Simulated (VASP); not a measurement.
# Mo (Im-3m) in VASP: a series of runs

The runs below take Mo through single point, with PBE.

Program: VASP 6.6.1. These are calculated values, not measurements. Logs are shortened: lines on timing, memory, paths and dates and some standing lists are left out, and cuts for length are marked.

### Step 1. The cell of the first run

The structure is cubic, space group Im-3m (No. 229). Conventional cell: a = 3.188 Å, b = 3.188 Å, c = 3.188 Å, α = 90.00°, β = 90.00°, γ = 90.00°. Mo (site symmetry m-3m) has 14 Mo at 2.76 to 3.19 Å within 3.6 Å.

### Step 2. Single point, PBE

Input file INCAR:

```
SYSTEM = Mo
PREC = Accurate
ENCUT = 520
EDIFF = 1E-6
ISMEAR = 1
SIGMA = 0.1
LREAL = .False.
LASPH = .True.
NELM = 100
ALGO = Normal
ISIF = 2
LWAVE = .False.
LCHARG = .False.
GGA = PE
NBANDS = 13
```

Input file KPOINTS:

```
regular mesh
0
Gamma
  13 13 13
  0 0 0
```

Input file POSCAR:

```
Mo
1.0
   -1.5941202034      1.5941202034      1.5941202034
    1.5941202034     -1.5941202034      1.5941202034
    1.5941202034      1.5941202034     -1.5941202034
Mo
1
Direct
    0.0000000000      0.0000000000      0.0000000000
```

Potentials or basis: VASP PAW PBE potentials, release 64 (Mo_sv).

Started as:

```sh
cat potpaw_PBE.64/Mo_sv/POTCAR > POTCAR
mpirun -np 1 vasp_std > vasp.out
```

OUTCAR:

```text
SYSTEM = Mo
   PREC = Accurate
   ENCUT = 520
   EDIFF = 1E-6
   ISMEAR = 1
   LREAL = .False.
   LASPH = .True.
   NELM = 100
   ISIF = 2
   GGA = PE

 ion  position               nearest neighbor table
   1  0.000  0.000  0.000-

  LATTYP: Found a body centered cubic cell.
 ALAT       =     3.1882404068

  Lattice vectors:

 A1 = (  -1.5941202034,   1.5941202034,   1.5941202034)
 A2 = (   1.5941202034,  -1.5941202034,   1.5941202034)
 A3 = (   1.5941202034,   1.5941202034,  -1.5941202034)

Analysis of symmetry for initial positions (statically):
=====================================================================
 Subroutine PRICEL returns:
 Original cell was already a primitive cell.

 Routine SETGRP: Setting up the symmetry group for a
 body centered cubic supercell.

 Subroutine GETGRP returns: Found 48 space group operations
 (whereof 48 operations were pure point group operations)
 out of a pool of 48 trial point group operations.

The static configuration has the point symmetry O_h .

Analysis of symmetry for dynamics (positions and initial velocities):
=====================================================================
 Subroutine PRICEL returns:
 Original cell was already a primitive cell.

 Routine SETGRP: Setting up the symmetry group for a
 body centered cubic supercell.

 Subroutine GETGRP returns: Found 48 space group operations
 (whereof 48 operations were pure point group operations)
 out of a pool of 48 trial point group operations.

The dynamic configuration has the point symmetry O_h .

 Subroutine INISYM returns: Found 48 space group operations
 (whereof 48 operations are pure point group operations),
 and found     1 'primitive' translations

----------------------------------------------------------------------------------------

                                     Primitive cell

  volume of cell :      16.2040

  direct lattice vectors                    reciprocal lattice vectors
    -1.594120203  1.594120203  1.594120203     0.000000000  0.313652634  0.313652634
     1.594120203 -1.594120203  1.594120203     0.313652634  0.000000000  0.313652634
     1.594120203  1.594120203 -1.594120203     0.313652634  0.313652634  0.000000000

  length of vectors
     2.761097186  2.761097186  2.761097186     0.443571808  0.443571808  0.443571808

  position of ions in fractional coordinates (direct lattice)
     0.000000000  0.000000000  0.000000000

  ion indices of the primitive-cell ions
   primitive index   ion index
                 1           1

----------------------------------------------------------------------------------------

 KPOINTS: regular mesh

Automatic generation of k-mesh.
 Grid dimensions read from file:
 generate k-points for:   13   13   13

 Generating k-lattice:

  Cartesian coordinates                     Fractional coordinates (reciprocal lattice)
     0.000000000  0.024127126  0.024127126     0.076923077  0.000000000  0.000000000
     0.024127126  0.000000000  0.024127126     0.000000000  0.076923077  0.000000000
     0.024127126  0.024127126  0.000000000     0.000000000  0.000000000  0.076923077

  Length of vectors
     0.034120908  0.034120908  0.034120908

  Shift w.r.t. Gamma in fractional coordinates (k-lattice)
     0.000000000  0.000000000  0.000000000

 Subroutine IBZKPT returns following result:
 ===========================================

 Found     84 irreducible k-points:

 Following reciprocal coordinates:
            Coordinates               Weight
  0.000000  0.000000  0.000000      1.000000
  0.076923  0.000000  0.000000     12.000000
  0.153846  0.000000  0.000000     12.000000
  0.230769  0.000000  0.000000     12.000000
  0.307692  0.000000  0.000000     12.000000
  0.384615  0.000000  0.000000     12.000000
[... 16 lines left out ...]
  0.153846  0.076923  0.076923     24.000000
  0.230769  0.076923  0.076923     24.000000
 [... further k-points ...]
   k-points           NKPTS =     84   k-points in BZ     NKDIM =     84   number of bands    NBANDS=     13
   number of dos      NEDOS =    301   number of ions     NIONS =      1
   total plane-waves  NPLWV =  13824
   dimension x,y,z NGX =    24 NGY =   24 NGZ =   24
   dimension x,y,z NGXF=    48 NGYF=   48 NGZF=   48
   ions per type =               1
   NGX,Y,Z   is equivalent  to a cutoff of  14.45, 14.45, 14.45 a.u.
   NGXF,Y,Z  is equivalent  to a cutoff of  28.90, 28.90, 28.90 a.u.
 SYSTEM =  Mo
   PREC   = accura    normal or accurate (medium, high low for compatibility)
   ISTART =      0    job   : 0-new  1-cont  2-samecut
   ICHARG =      2    charge: 1-file 2-atom 10-const
   ISPIN  =      1    spin polarized calculation?
   LNONCOLLINEAR =      F non collinear calculations
   LSORBIT =      F    spin-orbit coupling
   LASPH  =      T    aspherical Exc in radial PAW
   ENCUT  =  520.0 eV  38.22 Ry    6.18 a.u.   5.13  5.13  5.13*2*pi/ulx,y,z
   NELM   =    100;   NELMIN=  2; NELMDL= -5     # of ELM steps
   EDIFF  = 0.1E-05   stopping-criterion for ELM
   LREAL  =      F    real-space projection
   EDIFFG = 0.1E-04   stopping-criterion for IOM
   NSW    =      0    number of steps for IOM
   IBRION =     -1    ionic relax: 0-MD 1-quasi-New 2-CG
   NFREE  =      0    steps in history (QN), initial steepest desc. (CG)
   ISIF   =      2    stress and relaxation
   ISYM   =      2    0-nonsym 1-usesym 2-fastsym
   POTIM  = 0.5000    time-step for ionic-motion
   TEBEG  =    0.0;   TEEND  =   0.0 temperature during run
   PSTRESS=    0.0 pullay stress
   NELECT =      14.0000    total number of electrons
   NUPDOWN=      -1.0000    fix difference up-down
   EMIN   =  10.00;   EMAX   =-10.00  energy-range for DOS
   EFERMI =   0.00;   METHOD = LEGACY
   ISMEAR =     1;   SIGMA  =   0.10  broadening in eV -4-tet -1-fermi 0-gaus
   EFERMI_NEDOS =   21; number of points for ismear=-14 and -15
   IALGO  =     38    algorithm
   IMIX   =      4    mixing-type and parameters
     AMIX     =   0.40;   BMIX     =  1.00
     AMIX_MAG =   1.60;   BMIX_MAG =  1.00
  volume/ion in A,a.u.               =      16.20       109.35
  Fermi-wavevector in a.u.,A,eV,Ry     =   1.559229  2.946515 33.078398  2.431194
  Thomas-Fermi vector in A             =   2.662618
   LORBIT       =      0    0 simple, 1 ext, 2 COOP (PROOUT), +10 PAW based schemes
   GGA     = PE    functional components
   LHFCALC =     F    Hartree Fock is set to
   AEXX    =    0.0000 exact exchange contribution
   IVDW    =     0    specifies the selected vdW correction
   LEPSILON=     F    determine dielectric tensor
   LRPA    =     F    only Hartree local field effects (RPA)
 non-spin polarized calculation
 Methfessel and Paxton  Order N= 1 SIGMA  =   0.10
  energy-cutoff  :      520.00
  volume of cell :       16.20
 maximum number of plane-waves:       451
 NGX is ok and might be reduce to    24
   NGX = 11   NGY = 11   NGZ = 11

 number of electron      14.0000000 magnetization

 Free energy of the ion-electron system (eV)
  ---------------------------------------------------
  ext. energy  EPLUGINS =         0.00000000
  ---------------------------------------------------
  free energy    TOTEN  =       -10.92872202 eV

  energy without entropy =      -10.92741056  energy(sigma->0) =      -10.92828487

 E-fermi :  12.1585     XC(G=0): -13.1894

 val. band max:       12.1211319928   @ k =   0.3846   0.0000   0.0000
 cond. band min:      12.1862223227   @ k =   0.3846   0.0769  -0.0000
 fundamental gap:      0.0650903299
 Fermi energy:        12.1585320037

 k-point     1 :       0.0000    0.0000    0.0000
  band No.  band energies     occupation
      1     -49.2610      2.00000
      2     -22.6053      2.00000
      3     -22.6053      2.00000
      4     -22.6053      2.00000
      5       4.9093      2.00000
      6      10.7225      2.00000
      7      10.7225      2.00000
      8      10.7225      2.00000
      9      13.6177     -0.00000
     10      13.6177     -0.00000
     11      26.7980      0.00000
     12      26.7980      0.00000
     13      26.7980      0.00000

 k-point     2 :       0.0769    0.0000    0.0000
  band No.  band energies     occupation
      1     -49.2481      2.00000
      2     -22.6814      2.00000
      3     -22.6290      2.00000
      4     -22.6058      2.00000
      5       5.1593      2.00000
      6      10.5846      2.00000
      7      10.6979      2.00000
      8      10.9559      2.00000
      9      13.4241     -0.00000
     10      13.6224     -0.00000
     11      26.9745      0.00000
     12      27.2187      0.00000
     13      27.2542      0.00000

 k-point     3 :       0.1538    0.0000    0.0000
  band No.  band energies     occupation
      1     -49.2124      2.00000
      2     -22.8891      2.00000
      3     -22.6941      2.00000
      4     -22.6072      2.00000
      5       5.8393      2.00000
      6      10.2250      2.00000
      7      10.5795      2.00000
      8      11.6377      2.00000
      9      13.1106     -0.00000
     10      13.6523     -0.00000
     11      27.2554      0.00000
     12      28.1256      0.00000
     13      28.4170      0.00000

 k-point     4 :       0.2308    0.0000    0.0000
  band No.  band energies     occupation
      1     -49.1616      2.00000
      2     -23.1742      2.00000
      3     -22.7848      2.00000
      4     -22.6092      2.00000
      5       6.6779      2.00000
      6       9.7648      2.00000
      7      10.4712      2.00000
      8      12.7076     -0.00000
      9      13.0705     -0.00000
     10      13.7379     -0.00000
     11      26.9117      0.00000
     12      28.0680      0.00000
     13      30.2367      0.00000

 k-point     5 :       0.3077    0.0000    0.0000
  band No.  band energies     occupation
      1     -49.1071      2.00000
      2     -23.4681      2.00000
      3     -22.8795      2.00000
      4     -22.6114      2.00000
      5       7.1363      2.00000
      6       9.3235      2.00000
      7      10.9451      2.00000
      8      13.3063     -0.00000
      9      13.8902     -0.00000
     10      14.0453     -0.00000
     11      25.8043      0.00000
     12      26.5703      0.00000
     13      32.4756      0.00000

 k-point     6 :       0.3846    0.0000    0.0000
  band No.  band energies     occupation
      1     -49.0615      2.00000
      2     -23.7054      2.00000
      3     -22.9569      2.00000
      4     -22.6132      2.00000
      5       7.0782      2.00000
      6       8.9874      2.00000
      7      12.1211      1.58660
      8      13.6029     -0.00000
      9      14.0742     -0.00000
     10      15.4160      0.00000
     11      24.6699      0.00000
     12      24.6713      0.00000
     13      30.7278      0.00000

 k-point     7 :       0.4615    0.0000    0.0000
  band No.  band energies     occupation
      1     -49.0356      2.00000
      2     -23.8371      2.00000
      3     -23.0002      2.00000
      4     -22.6143      2.00000
      5       6.9335      2.00000
      6       8.8076      2.00000
      7      13.2476     -0.00000
      8      13.7103     -0.00000
      9      14.2067      0.00000
     10      16.3740      0.00000
     11      23.3208      0.00000
     12      23.9981      0.00000
     13      29.1490      0.00000
[... 193 lines left out ...]
 k-point    20 :       0.3846    0.2308    0.0000
  band No.  band energies     occupation
      1     -49.0106      2.00000
      2     -23.6574      2.00000
      3     -23.2493      2.00000
      4     -22.7470      2.00000
      5       8.0785      2.00000
      6       9.1785      2.00000
      7      10.7063      2.00000
      8      13.5888     -0.00000
      9      14.5037      0.00000
     10      19.8215      0.00000
     11      22.0700      0.00000
     12      24.1584      0.00000
     13      28.1985      0.00000

 k-point    21 :       0.3077    0.3077    0.0000
  band No.  band energies     occupation
      1     -49.0060      2.00000
      2     -23.5607      2.00000
      3     -23.3693      2.00000
      4     -22.7612      2.00000
      5       8.3375      2.00000
      6       9.4677      2.00000
      7      10.1091      2.00000
      8      13.8106     -0.00000
      9      14.2633      0.00000
     10      20.8121      0.00000
     11      22.0107      0.00000
     12      23.1712      0.00000
     13      28.8923      0.00000

 k-point    22 :       0.0769    0.0769    0.0769
  band No.  band energies     occupation
      1     -49.1914      2.00000
      2     -23.0300      2.00000
      3     -22.6599      2.00000
      4     -22.6598      2.00000
      5       6.2616      2.00000
      6      10.0884      2.00000
      7      10.0884      2.00000
      8      12.3998     -0.00338
      9      13.3985     -0.00000
     10      13.3985     -0.00000
     11      27.8226      0.00000
     12      28.2212      0.00000
     13      28.2212      0.00000

 k-point    23 :       0.1538    0.0769    0.0769
  band No.  band energies     occupation
      1     -49.1454      2.00000
      2     -23.2684      2.00000
      3     -22.7565      2.00000
      4     -22.6671      2.00000
      5       7.1153      2.00000
      6       9.6245      2.00000
      7       9.8358      2.00000
      8      13.2867     -0.00000
      9      13.6706     -0.00000
     10      13.6822     -0.00000
     11      27.4409      0.00000
     12      27.9075      0.00000
     13      29.1404      0.00000

 k-point    24 :       0.2308    0.0769    0.0769
  band No.  band energies     occupation
      1     -49.0961      2.00000
      2     -23.4963      2.00000
      3     -22.8781      2.00000
      4     -22.6749      2.00000
      5       7.6402      2.00000
      6       9.2249      2.00000
      7      10.1527      2.00000
      8      13.4143     -0.00000
      9      13.9108     -0.00000
     10      15.1928      0.00000
     11      26.1982      0.00000
     12      26.4303      0.00000
     13      30.2580      0.00000

 [... further k-points ...]
[... 5 lines left out ...]
  --------------------------------------------------------------------------------------
  -------------------------------------------------------------------------------------
  Total       -0.6161642     -0.6161642     -0.6161642      0.0000000      0.0000000     -0.0000000
  in kB      -60.9233616    -60.9233616    -60.9233616      0.0000000      0.0000000     -0.0000000
  external PRESSURE =     -60.9233616 kB  Pullay stress =       0.0000000 kB

 VOLUME and BASIS-vectors are now :
 -----------------------------------------------------------------------------
  energy-cutoff  :      520.00
  volume of cell :       16.20
      direct lattice vectors                 reciprocal lattice vectors
    -1.594120203  1.594120203  1.594120203     0.000000000  0.313652634  0.313652634
     1.594120203 -1.594120203  1.594120203     0.313652634  0.000000000  0.313652634
     1.594120203  1.594120203 -1.594120203     0.313652634  0.313652634  0.000000000

 POSITION                                       TOTAL-FORCE (eV/Angst)
 -----------------------------------------------------------------------------------
      0.00000      0.00000      0.00000         0.000000     -0.000000      0.000000
 -----------------------------------------------------------------------------------
    total drift:                                0.000000      0.000000     -0.000000

  FREE ENERGIE OF THE ION-ELECTRON SYSTEM (eV)
  ---------------------------------------------------
  free  energy   TOTEN  =       -10.9287220224 eV

  energy  without entropy=      -10.9274105632  energy(sigma->0) =      -10.92828487
```

Run time: 8.7 s. Hardware: 1 thread of Intel Xeon 6975P-C, shared host; peak memory 0.15 GiB.

What came out:

| Property | Result |
| --- | --- |
| Free energy | -10.9287 eV |
| Pressure | -6.1 GPa |
| Band gap on the k mesh | zero (band 7 reaches 15.44 eV, above the bottom of band 8 at 10.72 eV) |

Levels at points of the mesh, in eV from the Fermi level:
| k point | band 4 | band 5 | band 6 | band 7 | band 8 | band 9 | band 10 | band 11 |
| --- | --- | --- | --- | --- | --- | --- | --- | --- |
| (0.00, 0.00, 0.00) | -34.76 | -7.25 | -1.44 | -1.44 | -1.44 | 1.46 | 1.46 | 14.64 |

### Step 3. Single point, PBE

This run uses another cell than the first one, of 16.83 Å³/atom, 1.038 times its volume.

Input file INCAR:

```
ALGO     = Normal         # electronic algorithm
EDIFF    = 1E-6           # SCF threshold, eV
ENCUT    = 520            # plane-wave cutoff, eV
GGA      = PE             # functional
ISIF     = 2              # what is computed and relaxed
ISMEAR   = 1              # smearing method
LASPH    = T              # aspherical terms in the spheres
LCHARG   = T              # write CHGCAR
LELF     = T              # ELF
LREAL    = F              # projectors in reciprocal space
LVHAR    = T            
LWAVE    = F              # write WAVECAR
NBANDS   = 13             # bands
NELM     = 100            # most SCF steps
PREC     = Accurate       # precision mode
SIGMA    = 0.1            # smearing width, eV
```

Input file KPOINTS:

```
k-points
0
Gamma
  13 13 13
```

Input file POSCAR:

```
Mo
1.0
   -1.6143010825      1.6143010825      1.6143010825
    1.6143010825     -1.6143010825      1.6143010825
    1.6143010825      1.6143010825     -1.6143010825
Mo
1
Direct
    0.0000000000      0.0000000000      0.0000000000
```

Potentials or basis: VASP PAW PBE potentials, release 64 (Mo_sv).

Started as:

```sh
cat potpaw_PBE.64/Mo_sv/POTCAR > POTCAR
mpirun -np 1 vasp_std > vasp.out
```

Run time: 11 s. Hardware: 1 thread of Intel Xeon 6975P-C, shared host; peak memory 0.15 GiB.

Results (log left out):

```
Free energy            : -10.8894 eV
Pressure               : -14.0 GPa
Band gap on the k mesh : zero (band 7 reaches 14.67 eV, above the bottom of band 8 at 10.20 eV)
```

Levels at points of the mesh, in eV from the Fermi level:
| k point | band 4 | band 5 | band 6 | band 7 | band 8 | band 9 | band 10 | band 11 |
| --- | --- | --- | --- | --- | --- | --- | --- | --- |
| (0.00, 0.00, 0.00) | -34.83 | -7.09 | -1.35 | -1.35 | -1.35 | 1.41 | 1.41 | 14.60 |

[end of part 1 of 2]
